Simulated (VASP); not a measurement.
Write the native input for VASP 6.6.1 that does the following.

- Task: single point
- Functional: PBE
- Potentials or basis: VASP PAW PBE potentials, release 64 (Cr_pv, Co)
- Cutoff: 520 eV
- k mesh: 8 × 8 × 8
- Occupations: gaussian, width 0.1 eV
- Spin: collinear spin, ferromagnetic start
- Starting moments: [3.0, 3.0] μB
- Dipole correction: no
- Further INCAR settings: ALGO = Normal; EDIFF = 1e-06; NBANDS = 22

The structure of CrCo lies in POSCAR:

```
CrCo
1.0
    0.0000000000      2.0769203200      2.0769203200
    2.0769203200      0.0000000000      2.0769203200
    2.0769203200      2.0769203200      0.0000000000
Cr Co
1 1
Direct
    0.5000000000      0.5000000000      0.5000000000
    0.0000000000      0.0000000000      0.0000000000
```

These files were run (other wordings do the same):

INCAR

```
PREC = Accurate ; ENCUT = 520
EDIFF = 1E-6 ; ISMEAR = 0
SIGMA = 0.1 ; LREAL = False
LASPH = True ; NELM = 150
ALGO = Normal ; ISIF = 2
LWAVE = False ; LCHARG = False
ISPIN = 2 ; MAGMOM = 3 3
LORBIT = 11 ; LMAXMIX = 4
GGA = PE ; NBANDS = 22
```

KPOINTS

```
Automatic mesh
0
Gamma
  8 8 8
```

Potentials or basis: VASP PAW PBE potentials, release 64 (Cr_pv, Co).

Launch:

```bash
$ cat potpaw_PBE.64/Cr_pv/POTCAR potpaw_PBE.64/Co/POTCAR > POTCAR
$ mpirun -np 1 vasp_std > vasp.out
```

Results of the run:

- Pressure: 122.8 GPa
- Net moment: 0.32 μB per cell
- Site moments: Cr +0.28; Co +0.03 μB
- Valence electrons inside the program's atomic spheres: Cr 11.69; Co 9.23

It took 20 s on 1 thread of Intel(R) Xeon(R) Platinum 8259CL CPU @ 2.50GHz (Skylake/Cascade Lake) (shared host), peak memory 0.16 GiB.
